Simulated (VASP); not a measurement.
# Ta5N6 (P6_3/mcm) in VASP: single point with PBEsol

Aim: the single point of Ta5N6 with PBEsol.

Everything below comes from runs of VASP 6.6.1. Logs are shortened: lines on timing, memory, paths and dates and some standing lists are left out, and cuts for length are marked.

## 1. The cell of the first run

The structure is hexagonal, space group P6_3/mcm (No. 193). The conventional cell has a = 5.219 Å, b = 5.219 Å, c = 10.446 Å, α = 90.00°, β = 90.00°, γ = 120.00°. Ta (site symmetry 32) has 6 N at 2.14 Å within 2.8 Å. Within 3.2 Å of Ta (site symmetry m2m) lie 6 N at 2.19 to 2.20 Å and 10 Ta at 2.93 to 3.15 Å. N (site symmetry m) has 5 Ta at 2.14 to 2.20 Å and 1 N at 2.66 Å within 2.8 Å.

## 2. Single point, PBEsol (11.20 Å³/atom)

File INCAR:

```
SYSTEM = Ta5N6
PREC     = Accurate       ! precision mode
ENCUT    = 520            ! plane-wave cutoff, eV
EDIFF    = 1E-6           ! SCF threshold, eV
ISMEAR   = 0              ! smearing method
SIGMA    = 0.1            ! smearing width, eV
LREAL    = Auto         
LASPH    = .True.         ! aspherical terms in the spheres
NELM     = 60             ! most SCF steps
ALGO     = Normal         ! electronic algorithm
ISIF     = 2              ! what is computed and relaxed
LWAVE    = .False.        ! write WAVECAR
LCHARG   = .False.        ! write CHGCAR
GGA      = PS             ! functional
NBANDS   = 102            ! bands
```

File KPOINTS:

```
regular mesh
0
Gamma
  12 12 4
  0 0 0
```

File POSCAR:

```
Ta5N6
1.0
    5.2185424706      0.0000000000      0.0000000000
   -2.6092712353      4.5193903503      0.0000000000
    0.0000000000      0.0000000000     10.4463098170
Ta N
10 12
Direct
    0.3333333333      0.6666666667      0.0000000000
    0.6666666667      0.3333333333      0.5000000000
    0.6666666667      0.3333333333      0.0000000000
    0.3333333333      0.6666666667      0.5000000000
    0.3239752473      0.0000000000      0.2500000000
    0.3239752473      0.3239752473      0.7500000000
    0.0000000000      0.3239752473      0.2500000000
    0.6760247527      0.0000000000      0.7500000000
    0.6760247527      0.6760247527      0.2500000000
    0.0000000000      0.6760247527      0.7500000000
    0.3415230234      0.0000000000      0.6225797701
    0.3415230234      0.3415230234      0.1225797701
    0.0000000000      0.3415230234      0.6225797701
    0.6584769766      0.0000000000      0.1225797701
    0.6584769766      0.6584769766      0.6225797701
    0.0000000000      0.6584769766      0.1225797701
    0.0000000000      0.6584769766      0.3774202299
    0.6584769766      0.6584769766      0.8774202299
    0.6584769766      0.0000000000      0.3774202299
    0.0000000000      0.3415230234      0.8774202299
    0.3415230234      0.3415230234      0.3774202299
    0.3415230234      0.0000000000      0.8774202299
```

Potentials or basis: VASP PAW PBE potentials, release 64 (Ta_pv, N).

Run with:

```
$ cat potpaw_PBE.64/Ta_pv/POTCAR potpaw_PBE.64/N/POTCAR > POTCAR
$ mpirun -np 1 vasp_std > vasp.out
```

OUTCAR:

```text
SYSTEM = Ta5N6
   PREC = Accurate
   ENCUT = 520
   EDIFF = 1E-6
   ISMEAR = 0
   LREAL = Auto
   LASPH = .True.
   NELM = 60
   ISIF = 2
   GGA = PS

 ion  position               nearest neighbor table
   1  0.333  0.667  0.000-  16 2.14  22 2.14  20 2.14  14 2.14  18 2.14  12 2.14   3 3.01   3 3.01
                             3 3.01  10 3.15   5 3.15   8 3.15   7 3.15   9 3.15   6 3.15
   2  0.667  0.333  0.500-  13 2.14  19 2.14  17 2.14  11 2.14  21 2.14  15 2.14   4 3.01   4 3.01
                             4 3.01   7 3.15   8 3.15   5 3.15  10 3.15   6 3.15   9 3.15
   3  0.667  0.333  0.000-  20 2.14  14 2.14  16 2.14  22 2.14  12 2.14  18 2.14   1 3.01   1 3.01
                             1 3.01   7 3.15   8 3.15   5 3.15  10 3.15   6 3.15   9 3.15
   4  0.333  0.667  0.500-  17 2.14  11 2.14  13 2.14  19 2.14  15 2.14  21 2.14   2 3.01   2 3.01
                             2 3.01  10 3.15   5 3.15   8 3.15   7 3.15   9 3.15   6 3.15
   5  0.324  0.000  0.250-  12 2.19  16 2.19  17 2.19  21 2.19  19 2.20  14 2.20   7 2.93   9 2.93
                             9 3.06   7 3.06   7 3.06   9 3.06   1 3.15   4 3.15   3 3.15   2 3.15
   6  0.324  0.324  0.750-  13 2.19  20 2.19  11 2.19  22 2.19  15 2.20  18 2.20   8 2.93  10 2.93
                             8 3.06  10 3.06  10 3.06   8 3.06   2 3.15   3 3.15   1 3.15   4 3.15
   7  0.000  0.324  0.250-  12 2.19  21 2.19  19 2.19  14 2.19  16 2.20  17 2.20   5 2.93   9 2.93
                             5 3.06   9 3.06   9 3.06   5 3.06   2 3.15   3 3.15   1 3.15   4 3.15
   8  0.676  0.000  0.750-  13 2.19  15 2.19  18 2.19  20 2.19  11 2.20  22 2.20   6 2.93  10 2.93
                             6 3.06  10 3.06   6 3.06  10 3.06   2 3.15   3 3.15   1 3.15   4 3.15
   9  0.676  0.676  0.250-  16 2.19  17 2.19  14 2.19  19 2.19  12 2.20  21 2.20   5 2.93   7 2.93
                             5 3.06   7 3.06   7 3.06   5 3.06   1 3.15   4 3.15   3 3.15   2 3.15
  10  0.000  0.676  0.750-  15 2.19  18 2.19  11 2.19  22 2.19  20 2.20  13 2.20   8 2.93   6 2.93
                             8 3.06   6 3.06   6 3.06   8 3.06   1 3.15   4 3.15   3 3.15   2 3.15
  11  0.342  0.000  0.623-   4 2.14   2 2.14   6 2.19  10 2.19   8 2.20
  12  0.342  0.342  0.123-   3 2.14   1 2.14   7 2.19   5 2.19   9 2.20
  13  0.000  0.342  0.623-   2 2.14   4 2.14   6 2.19   8 2.19  10 2.20
  14  0.658  0.000  0.123-   3 2.14   1 2.14   7 2.19   9 2.19   5 2.20
  15  0.658  0.658  0.623-   4 2.14   2 2.14  10 2.19   8 2.19   6 2.20
  16  0.000  0.658  0.123-   1 2.14   3 2.14   9 2.19   5 2.19   7 2.20
  17  0.000  0.658  0.377-   4 2.14   2 2.14   9 2.19   5 2.19   7 2.20
  18  0.658  0.658  0.877-   1 2.14   3 2.14  10 2.19   8 2.19   6 2.20
  19  0.658  0.000  0.377-   2 2.14   4 2.14   7 2.19   9 2.19   5 2.20
  20  0.000  0.342  0.877-   3 2.14   1 2.14   6 2.19   8 2.19  10 2.20
  21  0.342  0.342  0.377-   2 2.14   4 2.14   7 2.19   5 2.19   9 2.20
  22  0.342  0.000  0.877-   1 2.14   3 2.14   6 2.19  10 2.19   8 2.20

  LATTYP: Found a hexagonal cell.
 ALAT       =     5.2185424706
 C/A-ratio  =     2.0017677112

  Lattice vectors:

 A1 = (   5.2185424706,   0.0000000000,   0.0000000000)
 A2 = (  -2.6092712353,   4.5193903503,   0.0000000000)
 A3 = (   0.0000000000,   0.0000000000,  10.4463098170)

[... 188 lines left out ...]
     AMIX_MAG =   1.60;   BMIX_MAG =  1.00
  volume/ion in A,a.u.               =      11.20        75.57
  Fermi-wavevector in a.u.,A,eV,Ry     =   1.446640  2.733753 28.473829  2.092767
  Thomas-Fermi vector in A             =   2.564686
   LORBIT       =      0    0 simple, 1 ext, 2 COOP (PROOUT), +10 PAW based schemes
   GGA     = PS    functional components
   LHFCALC =     F    Hartree Fock is set to
   AEXX    =    0.0000 exact exchange contribution
   IVDW    =     0    specifies the selected vdW correction
   LEPSILON=     F    determine dielectric tensor
   LRPA    =     F    only Hartree local field effects (RPA)
 non-spin polarized calculation
 Gauss-broadening in eV      SIGMA  =   0.10
  energy-cutoff  :      520.00
  volume of cell :      246.37
 maximum number of plane-waves:      6653
 NGX is ok and might be reduce to    40
   NGX = 19   NGY = 19   NGZ = 39

 number of electron     170.0000006 magnetization

 Free energy of the ion-electron system (eV)
  ---------------------------------------------------
  ext. energy  EPLUGINS =         0.00000000
  ---------------------------------------------------
  free energy    TOTEN  =      -257.04562192 eV

  energy without entropy =     -257.00314977  energy(sigma->0) =     -257.02438584

 E-fermi :   7.7343     XC(G=0): -12.8915

 val. band max:        7.7220029787   @ k =   0.4167   0.1667   0.2500
 cond. band min:       7.7360298028   @ k =   0.2500   0.2500   0.2500
 fundamental gap:      0.0140268242
 Fermi energy:         7.7343069903

 k-point     1 :       0.0000    0.0000    0.0000
  band No.  band energies     occupation
      1     -28.7747      2.00000
      2     -28.7121      2.00000
      3     -28.7121      2.00000
      4     -28.7067      2.00000
      5     -28.7067      2.00000
      6     -28.6669      2.00000
[... 2389 lines left out ...]
     96       9.8546      0.00000
     97      10.0540      0.00000

 [... further k-points ...]

 [bands above 97 left out]

------------------------ aborting loop because EDIFF is reached ----------------------------------------

  FORCE on cell =-STRESS in cart. coord.  units (eV):
  Direction    XX          YY          ZZ          XY          YZ          ZX
  --------------------------------------------------------------------------------------
  -------------------------------------------------------------------------------------
  Total      -12.1299964    -12.1299964    -12.0792948      0.0000000      0.0000000      0.0000000
  in kB      -78.8822477    -78.8822477    -78.5525313      0.0000000      0.0000000      0.0000000
  external PRESSURE =     -78.7723422 kB  Pullay stress =       0.0000000 kB

 VOLUME and BASIS-vectors are now :
 -----------------------------------------------------------------------------
  energy-cutoff  :      520.00
  volume of cell :      246.37
      direct lattice vectors                 reciprocal lattice vectors
     5.218542471  0.000000000  0.000000000     0.191624387  0.110634391  0.000000000
    -2.609271235  4.519390350  0.000000000     0.000000000  0.221268782  0.000000000
     0.000000000  0.000000000 10.446309817     0.000000000  0.000000000  0.095727584

 POSITION                                       TOTAL-FORCE (eV/Angst)
 -----------------------------------------------------------------------------------
     -0.00000      3.01293      0.00000        -0.000000      0.000000     -0.000000
      2.60927      1.50646      5.22315         0.000000      0.000000     -0.000000
      2.60927      1.50646      0.00000         0.000000      0.000000     -0.000000
     -0.00000      3.01293      5.22315        -0.000000      0.000000     -0.000000
      1.69068      0.00000      2.61158        -0.014163      0.000000     -0.000000
      0.84534      1.46417      7.83473        -0.007082     -0.012266     -0.000000
[... 14 lines left out ...]
      0.89113      1.54348      3.94265        -0.010559     -0.018289      0.006827
      1.78225      0.00000      9.16580        -0.021118      0.000000      0.006827
 -----------------------------------------------------------------------------------
    total drift:                                0.000000     -0.000000      0.000000

  FREE ENERGIE OF THE ION-ELECTRON SYSTEM (eV)
  ---------------------------------------------------
  free  energy   TOTEN  =      -257.0456219231 eV

  energy  without entropy=     -257.0031497662  energy(sigma->0) =     -257.02438584
```

OSZICAR:

```text
N       E                     dE             d eps       ncg     rms          rms(c)
DAV:   1     0.178482930055E+04    0.17848E+04   -0.93062E+04 11956   0.175E+03
DAV:   2    -0.126563414025E+03   -0.19114E+04   -0.18507E+04 13100   0.522E+02
DAV:   3    -0.286206779760E+03   -0.15964E+03   -0.15714E+03 13766   0.140E+02
DAV:   4    -0.290950948423E+03   -0.47442E+01   -0.46755E+01 13896   0.236E+01
DAV:   5    -0.291083487893E+03   -0.13254E+00   -0.13190E+00 14200   0.346E+00    0.808E+01
DAV:   6    -0.258423770071E+03    0.32660E+02   -0.20616E+02 14528   0.433E+01    0.358E+01
DAV:   7    -0.257316092913E+03    0.11077E+01   -0.13607E+01 13672   0.110E+01    0.177E+01
DAV:   8    -0.257079774955E+03    0.23632E+00   -0.95248E-01 13812   0.425E+00    0.135E+00
DAV:   9    -0.257046656206E+03    0.33119E-01   -0.22013E-01 15024   0.150E+00    0.642E-01
DAV:  10    -0.257045611559E+03    0.10446E-02   -0.21830E-02 13796   0.507E-01    0.334E-01
DAV:  11    -0.257045591915E+03    0.19644E-04   -0.56710E-03 14960   0.318E-01    0.780E-02
DAV:  12    -0.257045572301E+03    0.19614E-04   -0.51678E-04 14946   0.881E-02    0.356E-02
DAV:  13    -0.257045622995E+03   -0.50693E-04   -0.16910E-04 14256   0.414E-02    0.185E-02
DAV:  14    -0.257045620559E+03    0.24356E-05   -0.22115E-05 14544   0.171E-02    0.590E-03
DAV:  15    -0.257045621786E+03   -0.12272E-05   -0.40176E-06 11056   0.584E-03    0.153E-03
DAV:  16    -0.257045621923E+03   -0.13671E-06   -0.39780E-07  8200   0.220E-03
   1 F= -.25704562E+03 E0= -.25702439E+03  d E =-.424722E-01
```

It took 34 min on 1 thread of Intel Xeon 6975P-C (Granite Rapids), shared host; peak memory 0.93 GiB.

What came out:

```
Free energy            : -257.0456 eV
Pressure               : -7.9 GPa
Largest force          : 0.022 eV/Å
Band gap on the k mesh : zero (bands 85 and 86 overlap by 0.59 eV)
```

Forces on the atoms (eV/Å):
```
Ta   0.000  0.000  0.000
Ta   0.000  0.000  0.000
Ta   0.000  0.000  0.000
Ta   0.000  0.000  0.000
Ta  -0.014  0.000  0.000
Ta  -0.007 -0.012  0.000
Ta   0.007 -0.012  0.000
Ta   0.014  0.000  0.000
Ta   0.007  0.012  0.000
Ta  -0.007  0.012  0.000
N   -0.021  0.000 -0.007
N   -0.011 -0.018 -0.007
N    0.011 -0.018 -0.007
N    0.021  0.000 -0.007
N    0.011  0.018 -0.007
N   -0.011  0.018 -0.007
N   -0.011  0.018  0.007
N    0.011  0.018  0.007
N    0.021  0.000  0.007
N    0.011 -0.018  0.007
N   -0.011 -0.018  0.007
N   -0.021  0.000  0.007
```

Caveat: the cell stands under tension; the PAW data sets were made with another functional, which shifts forces and pressure a little; spin-orbit coupling is left out, which moves the levels of the heavy elements.
